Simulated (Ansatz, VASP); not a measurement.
One calculation of Rh, two programs

```
CELL_PARAMETERS angstrom
2.23913 0.00000 0.00000
-1.11956 1.93914 0.00000
0.00000 0.00000 2.12135
ATOMIC_POSITIONS crystal
Rh 0.00000 0.00000 0.00000
```

Change from the starting cell: volume scaled by 0.6, PAW files.

Alike in both runs: task single point; functional PBE; k mesh 17 × 17 × 15; occupations fermi-dirac, width 0.1 eV; no spin polarisation.

```csv
,VASP,Ansatz
version,VASP 6.6.1,Ansatz 0.2.0
potentials or method,"VASP PAW PBE potentials, release 64 (Rh_pv)","PAW with Ansatz's default frozen-core files, scalar-relativistic"
plane-wave cutoff (eV),520,420
valence electrons in the cell,15,17
```

Ansatz gave:

```
pressure (GPa)                                                : 371.1
traceless stress, the component that is largest in VASP (GPa) : -0.23
```

Task: Which values does VASP return?

Result: Pressure (GPa): 376.1; traceless stress, the component that is largest in VASP (GPa): 1.35.

Both programs put the cell under a high pressure, so it lies far from rest at this level. With one functional, cell and mesh, what is left measures potentials, basis and numerics. VASP's potentials hold 15 valence electrons a cell and Ansatz's 17, so a difference there can come from the potentials and not from the codes.

Noted on VASP's run: the cell as given lies far from equilibrium.
